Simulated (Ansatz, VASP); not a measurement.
# TlS2 in VASP and in Ansatz

```
CELL_PARAMETERS angstrom
3.62921 0.00000 0.00000
0.00000 3.62921 0.00000
0.00000 0.00000 5.51498
ATOMIC_POSITIONS crystal
Tl 0.50000 0.50000 0.50000
S 0.00000 0.50000 0.00000
S 0.50000 0.00000 0.00000
```

Alike in both runs: functional PBE; k mesh 6 × 6 × 4; occupations gaussian, width 0.1 eV; no spin polarisation.

Ansatz relaxed the structure, and its values are those at the end. VASP's run is a single point on that final structure, the one shown.

```csv
,VASP,Ansatz
version,VASP 6.6.1,Ansatz 0.2.0
potentials or method,"VASP PAW PBE potentials, release 64 (Tl_d, S), cutoff 520 eV","scalar-relativistic, plane waves, PAW"
valence electrons in the cell,25,25
```

|  | VASP | Ansatz | Ansatz less VASP |
| --- | --- | --- | --- |
| gap on the k mesh at the Fermi level (eV) | none | none | - |
| pressure (GPa) | -0.2 | -0.1 | +0.09 |

A gap of «none» marks a metal or a gap that the smearing closes. With one functional, cell and mesh, what is left measures potentials, basis and numerics.

Neither program's run includes spin-orbit coupling.
